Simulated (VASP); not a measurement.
Wanted: the native input for a VASP 6.6.1 run.

- Task: single point
- Functional: PBE
- Potentials or basis: VASP PAW PBE potentials, release 64 (Rh_pv)
- Cutoff: 520 eV
- k mesh: 16 × 16 × 16
- Occupations: fermi-dirac, width 0.03 eV
- Spin: no spin polarisation
- Dipole correction: no
- Further INCAR settings: ALGO = Normal; EDIFF = 1e-06; NBANDS = 14

The structure of Rh lies in POSCAR:

```
Rh
1.0
    0.0000000000      1.8887875349      1.8887875349
    1.8887875349      0.0000000000      1.8887875349
    1.8887875349      1.8887875349      0.0000000000
Rh
1
Direct
    0.0000000000      0.0000000000      0.0000000000
```

This cell differs from its parent crystal: volume scaled by 0.98.

One way to write it, as run:

INCAR

```
SYSTEM = Rh
PREC = Accurate ; ENCUT = 520
EDIFF = 1E-6 ; ISMEAR = -1
SIGMA = 0.03 ; LREAL = .False.
LASPH = .True. ; NELM = 100
ALGO = Normal ; ISIF = 2
LWAVE = .False. ; LCHARG = .False.
GGA = PE ; NBANDS = 14
```

KPOINTS

```
Automatic mesh
0
Gamma
  16 16 16
  0 0 0
```

Potentials or basis: VASP PAW PBE potentials, release 64 (Rh_pv).

Command:

```console
$ cat potpaw_PBE.64/Rh_pv/POTCAR > POTCAR
$ mpirun -np 1 vasp_std > vasp.out
```

It gave:

| Property | Result |
| --- | --- |
| Pressure | 11.9 GPa |

It took 20 s on 1 thread of Intel(R) Xeon(R) Platinum 8259CL CPU @ 2.50GHz (Skylake/Cascade Lake), with other jobs on the host, peak memory 0.14 GiB.
